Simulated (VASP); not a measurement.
Write the native input for VASP 6.6.1 that does the following.

```
Task                   : single point
Functional             : LDA
Potentials or basis    : VASP PAW LDA potentials, release 64 (Si, C, H)
Cutoff                 : 520 eV
k mesh                 : 4 × 4 × 1
Occupations            : gaussian, width 0.05 eV
Spin                   : no spin polarisation
Dipole correction      : yes
Further INCAR settings : LREAL = Auto; ALGO = Normal; EDIFF = 1e-07; NBANDS = 64
```

The structure of Si3H2C2 lies in POSCAR:

```
Si3H2C2
1.0
    6.1223116280      0.0000000000      0.0000000000
    0.0000000000      6.1223116280      0.0000000000
    0.0000000000      0.0000000000     18.0336064671
Si C H
12 8 8
Direct
    0.2500000000      0.2500000000      0.2691906584
    0.2500000000      0.7500000000      0.2691906584
    0.7500000000      0.2500000000      0.2691906584
    0.7500000000      0.7500000000      0.2691906584
    0.4955764935      0.5011939260      0.3963907278
    0.4955764935     -0.0011939260      0.3963907278
    0.0044240952      0.5011939030      0.3963907929
    0.0044240952     -0.0011939030      0.3963907929
    0.7500001975      0.7500000000      0.5125455677
    0.7500003806      0.2500000000      0.5130677000
    0.2499996138      0.7500000000      0.5453273249
    0.2499999624      0.2500000000      0.5342369198
    0.7500000000      0.5000000000      0.3292053881
    0.7500000000      0.0000000000      0.3292053881
    0.2500000000      0.5000000000      0.3292053881
    0.2500000000      0.0000000000      0.3292053881
    0.0084872935      0.7500000000      0.4565927076
    0.0075167880      0.2500000000      0.4552540471
    0.4915133071      0.7500000000      0.4565928392
    0.4924840601      0.2500000000      0.4552542765
    0.1018236707      0.2500000000      0.2043633518
    0.3981348503      0.2500000000      0.2043580857
    0.3981348503      0.7500000000      0.2043580857
    0.1018236707      0.7500000000      0.2043633518
    0.6018651497      0.2500000000      0.2043580857
    0.8981763293      0.2500000000      0.2043633518
    0.8981763293      0.7500000000      0.2043633518
    0.6018651497      0.7500000000      0.2043580857
```

These files were run (other wordings do the same):

INCAR

```
SYSTEM = Si3H2C2
PREC = Accurate
ENCUT = 520
EDIFF = 1E-7
ISMEAR = 0
SIGMA = 0.05
LREAL = Auto
LASPH = .TRUE.
NELM = 100
ALGO = Normal
ISIF = 2
LWAVE = .FALSE.
LCHARG = .FALSE.
LDIPOL = .TRUE.
IDIPOL = 3
DIPOL = 0.5 0.5 0.341
GGA = CA
NBANDS = 64
```

KPOINTS

```
regular mesh
0
G
  4 4 1
  0 0 0
```

Potentials or basis: VASP PAW LDA potentials, release 64 (Si, C, H).

The run is started by

```bash
$ cat potpaw_LDA.64/Si/POTCAR potpaw_LDA.64/C/POTCAR potpaw_LDA.64/H/POTCAR > POTCAR
$ mpirun -np 1 vasp_std > vasp.out
```

Results of the run:

```yaml
Largest_force: 2.989 eV/Å
Band_gap_on_the_k_mesh: zero (bands 44 and 45 overlap by 1.73 eV)
```

Run time: 9.5 min on 1 thread of Intel(R) Xeon(R) 6975P-C (Granite Rapids), with other jobs on the host, peak memory 0.64 GiB.
